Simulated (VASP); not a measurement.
# MgO (F-43m) in VASP: further runs, part 2 of 2

VASP 6.6.1. The steps go on from the part before.

### Step 4. Single point, PBE0

This run uses another cell than the first one, of 11.88 Å³/atom, 0.932 times its volume.

Input file POSCAR:

```
MgO
1.0
    0.0000000000      2.2819124434      2.2819124434
    2.2819124434      0.0000000000      2.2819124434
    2.2819124434      2.2819124434      0.0000000000
Mg O
1 1
Direct
    0.5000000000      0.5000000000      0.5000000000
    0.7500000000      0.7500000000      0.7500000000
```

Input file INCAR.step1:

```
  ALGO = Normal
  EDIFF = 1E-5
  ENCUT = 520
  GGA = PE
  ISIF = 2
  ISMEAR = -1
  LASPH = True
  LCHARG = False
  LREAL = False
  LWAVE = True
  NBANDS = 11
  NELM = 60
  PREC = Accurate
  SIGMA = 0.05
```

Input file INCAR.step2:

```
  AEXX = 0.25
  ALGO = Normal
  EDIFF = 1E-6
  ENCUT = 520
  GGA = PE
  ISIF = 2
  ISMEAR = -1
  ISTART = 1
  LASPH = True
  LCHARG = False
  LHFCALC = True
  LREAL = False
  LWAVE = False
  NBANDS = 11
  NELM = 60
  PREC = Accurate
  PRECFOCK = Normal
  SIGMA = 0.05
```

Input file KPOINTS:

```
k-points
0
Gamma
  5 5 5
```

Potentials or basis: VASP PAW PBE potentials, release 64 (Mg, O).

The run is started by

```sh
> cat potpaw_PBE.64/Mg/POTCAR potpaw_PBE.64/O/POTCAR > POTCAR
> cp INCAR.step1 INCAR
> mpirun -np 1 vasp_std > vasp.out
> cp INCAR.step2 INCAR
> mpirun -np 1 vasp_std > vasp.out
```

OUTCAR:

```text
AEXX = 0.25
   EDIFF = 1E-6
   ENCUT = 520
   GGA = PE
   ISIF = 2
   ISMEAR = -1
   ISTART = 1
   LASPH = True
   LHFCALC = True
   LREAL = False
   NELM = 60
   PREC = Accurate
   PRECFOCK = Normal

 ion  position               nearest neighbor table
   1  0.500  0.500  0.500-   2 1.98   2 1.98   2 1.98   2 1.98
   2  0.750  0.750  0.750-   1 1.98   1 1.98   1 1.98   1 1.98

  LATTYP: Found a face centered cubic cell.
 ALAT       =     4.5638248868

  Lattice vectors:

 A1 = (   0.0000000000,   2.2819124434,   2.2819124434)
 A2 = (   2.2819124434,   0.0000000000,   2.2819124434)
 A3 = (   2.2819124434,   2.2819124434,   0.0000000000)

Analysis of symmetry for initial positions (statically):
=====================================================================
 Subroutine PRICEL returns:
 Original cell was already a primitive cell.

 Routine SETGRP: Setting up the symmetry group for a
 face centered cubic supercell.

 Subroutine GETGRP returns: Found 24 space group operations
 (whereof 24 operations were pure point group operations)
 out of a pool of 48 trial point group operations.

The static configuration has the point symmetry T_d .

Analysis of symmetry for dynamics (positions and initial velocities):
=====================================================================
 Subroutine PRICEL returns:
 Original cell was already a primitive cell.

 Routine SETGRP: Setting up the symmetry group for a
 face centered cubic supercell.

 Subroutine GETGRP returns: Found 24 space group operations
 (whereof 24 operations were pure point group operations)
 out of a pool of 48 trial point group operations.

The dynamic configuration has the point symmetry T_d .

 Subroutine INISYM returns: Found 24 space group operations
 (whereof 24 operations are pure point group operations),
 and found     1 'primitive' translations

[... 111 lines left out ...]
   AEXX    =    0.2500 exact exchange contribution
   HFSCREEN=    0.0000 screening length (either q_TF or 0.3 A-1)
   HFSCREENC=   0.0000 screening length for correlation (either q_TF or 0.3 A-1)
   ENCUTFOCK=  -1.0 apply spherical cutoff to Coloumb kernel
   IVDW    =     0    specifies the selected vdW correction
   LEPSILON=     F    determine dielectric tensor
   LRPA    =     F    only Hartree local field effects (RPA)
 non-spin polarized calculation
  energy-cutoff  :      520.00
  volume of cell :       23.76
 maximum number of plane-waves:       656
  NGX = 20; NGY = 20; NGZ = 20

 number of electron       8.0000007 magnetization

 Free energy of the ion-electron system (eV)
  ---------------------------------------------------
  ext. energy  EPLUGINS =         0.00000000
  ---------------------------------------------------
  free energy    TOTEN  =       -14.52207662 eV

  energy without entropy =      -14.52207662  energy(sigma->0) =      -14.52207662

 E-fermi :   0.2964     XC(G=0):  -7.6322

 val. band max:       -0.8634668576   @ k =   0.0000   0.0000   0.0000
 cond. band min:       5.1223213904   @ k =   0.0000   0.0000   0.0000
 fundamental gap:      5.9857882480
 Fermi energy:         0.2963744103

 k-point     1 :       0.0000    0.0000    0.0000
  band No.  band energies     occupation
      1     -18.2561      2.00000
      2      -0.8635      2.00000
      3      -0.8635      2.00000
      4      -0.8635      2.00000
      5       5.1223      0.00000
      6      18.7405      0.00000
      7      18.7405      0.00000
      8      18.7405      0.00000
      9      22.3360      0.00000
     10      22.3360      0.00000
     11      22.4083      0.00000
[... 113 lines left out ...]
 k-point    10 :      -0.4000    0.4000    0.2000
  band No.  band energies     occupation
      1     -17.3936      2.00000
      2      -3.1759      2.00000
      3      -2.2906      2.00000
      4      -1.6485      2.00000
      5       9.4042      0.00000
      6      13.1308      0.00000
      7      15.3015      0.00000
      8      16.9775      0.00000
      9      21.2283      0.00000
     10      23.4520      0.00000
     11      27.1769      0.00000

------------------------ aborting loop because EDIFF is reached ----------------------------------------

  FORCE on cell =-STRESS in cart. coord.  units (eV):
  Direction    XX          YY          ZZ          XY          YZ          ZX
  --------------------------------------------------------------------------------------
  -------------------------------------------------------------------------------------
  Total       -0.0281199     -0.0281199     -0.0281199      0.0000000      0.0000000      0.0000000
  in kB       -1.8958216     -1.8958216     -1.8958216      0.0000000      0.0000000      0.0000000
  external PRESSURE =      -1.8958216 kB  Pullay stress =       0.0000000 kB

 VOLUME and BASIS-vectors are now :
 -----------------------------------------------------------------------------
  energy-cutoff  :      520.00
  volume of cell :       23.76
      direct lattice vectors                 reciprocal lattice vectors
     0.000000000  2.281912443  2.281912443    -0.219114454  0.219114454  0.219114454
     2.281912443  0.000000000  2.281912443     0.219114454 -0.219114454  0.219114454
     2.281912443  2.281912443  0.000000000     0.219114454  0.219114454 -0.219114454

 POSITION                                       TOTAL-FORCE (eV/Angst)
 -----------------------------------------------------------------------------------
      2.28191      2.28191      2.28191        -0.000000     -0.000000      0.000000
      3.42287      3.42287      3.42287         0.000000      0.000000     -0.000000
 -----------------------------------------------------------------------------------
    total drift:                               -0.000001     -0.000000     -0.000000

  FREE ENERGIE OF THE ION-ELECTRON SYSTEM (eV)
  ---------------------------------------------------
  free  energy   TOTEN  =       -14.5220766163 eV

  energy  without entropy=      -14.5220766163  energy(sigma->0) =      -14.52207662
```

OUTCAR.step1:

```text
EDIFF = 1E-5
   ENCUT = 520
   GGA = PE
   ISIF = 2
   ISMEAR = -1
[... 343 lines left out ...]
 -----------------------------------------------------------------------------------
      2.28191      2.28191      2.28191        -0.000000      0.000000      0.000000
      3.42287      3.42287      3.42287         0.000000     -0.000000     -0.000000
 -----------------------------------------------------------------------------------
    total drift:                               -0.000001     -0.000001     -0.000001

  FREE ENERGIE OF THE ION-ELECTRON SYSTEM (eV)
  ---------------------------------------------------
  free  energy   TOTEN  =       -11.6923053616 eV

  energy  without entropy=      -11.6923053615  energy(sigma->0) =      -11.69230536
```

OSZICAR.step1:

```text
N       E                     dE             d eps       ncg     rms          rms(c)
DAV:   1     0.220251551110E+02    0.22025E+02   -0.41444E+03   220   0.626E+02
DAV:   2    -0.128306056162E+02   -0.34856E+02   -0.34127E+02   244   0.148E+02
DAV:   3    -0.138691333215E+02   -0.10385E+01   -0.10375E+01   276   0.247E+01
DAV:   4    -0.138723734320E+02   -0.32401E-02   -0.32400E-02   232   0.159E+00
DAV:   5    -0.138723868236E+02   -0.13392E-04   -0.13392E-04   273   0.993E-02    0.833E+00
DAV:   6    -0.117262552921E+02    0.21461E+01   -0.13540E+01   241   0.192E+01    0.277E+00
DAV:   7    -0.116971864543E+02    0.29069E-01   -0.11187E-01   226   0.263E+00    0.153E+00
DAV:   8    -0.116931123672E+02    0.40741E-02   -0.46741E-02   238   0.239E+00    0.351E-01
DAV:   9    -0.116923683926E+02    0.74397E-03   -0.79068E-04   258   0.195E-01    0.227E-01
DAV:  10    -0.116923001000E+02    0.68293E-04   -0.14654E-03   238   0.280E-01    0.119E-02
DAV:  11    -0.116923053616E+02   -0.52615E-05   -0.17663E-05   259   0.270E-02
   1 F= -.11692305E+02 E0= -.11692305E+02  d E =-.727884E-11
```

Run time: 93 s. Hardware: 1 thread of Intel Xeon 6975P-C (Granite Rapids), shared host; peak memory 0.15 GiB.

What came out:

| Quantity | Value |
| --- | --- |
| Free energy | -14.5221 eV |
| Pressure | -0.2 GPa |
| Band gap on the k mesh | 5.99 eV, direct |

Caveat: the k points lie up to 0.48 Å⁻¹ apart; the PAW data sets were made with another functional, which shifts forces and pressure a little.

### Step 5. The runs side by side

| level | cell | k mesh | grid for exact exchange (PRECFOCK) | gap on the mesh (eV) | pressure (GPa) |
| --- | --- | --- | --- | --- | --- |
| PBE | a = 3.304 Å, angles 60.0°, 2 atoms | 10 × 10 × 10 | - | 3.25 | -4.5 |
| PBEsol | a = 3.325 Å, angles 60.0°, 2 atoms | 10 × 10 × 10 | - | 3.05 | -8.7 |
| PBE0 | a = 3.227 Å, angles 60.0°, 2 atoms | 5 × 5 × 5 | Normal | 5.99 | -0.2 |

Alike in all rows: task single point; potentials or basis VASP PAW PBE potentials, release 64 (Mg, O); no spin polarisation; cutoff (eV) 520; smearing fermi-dirac 0.05 eV.

Caveats: some runs use coarse meshes; the PAW data sets were made with another functional, which shifts forces and pressure a little (some runs).

Absolute energies hang on the potentials; compare differences alone.
